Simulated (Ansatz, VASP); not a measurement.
Two plane-wave programs on HgTe

```
Hg Te
1.0
     0.00000    3.19048    3.41966
     3.19048    0.00000    3.41966
     3.19048    3.19048    0.00000
Hg Te
1 1
Direct
  0.00000 0.00000 0.00000
  0.25000 0.25000 0.25000
```

Change from the starting cell: epitaxial_xy strain -3.0%.

Alike in both runs: task single point; functional PBE; k mesh 6 × 6 × 6; occupations fermi-dirac, width 0.02 eV; no spin polarisation.

|  | VASP | Ansatz |
| --- | --- | --- |
| version | VASP 6.6.1 | Ansatz 0.2.0 |
| potentials or method | VASP PAW PBE potentials, release 64 (Hg, Te) | plane waves, PAW |
| plane-wave cutoff (eV) | 520 | 420 |
| valence electrons in the cell | 18 | 36 |

|  | VASP | Ansatz | Ansatz less VASP |
| --- | --- | --- | --- |
| pressure (GPa) | 2.2 | 2.2 | -0.06 |
| traceless stress, the component that is largest in VASP (GPa) | -0.70 | -0.70 | +0.001 |

With one functional, cell and mesh, what is left measures potentials, basis and numerics. VASP's potentials hold 18 valence electrons a cell and Ansatz's 36, so a difference there can come from the potentials and not from the codes.

Neither program's run includes spin-orbit coupling.
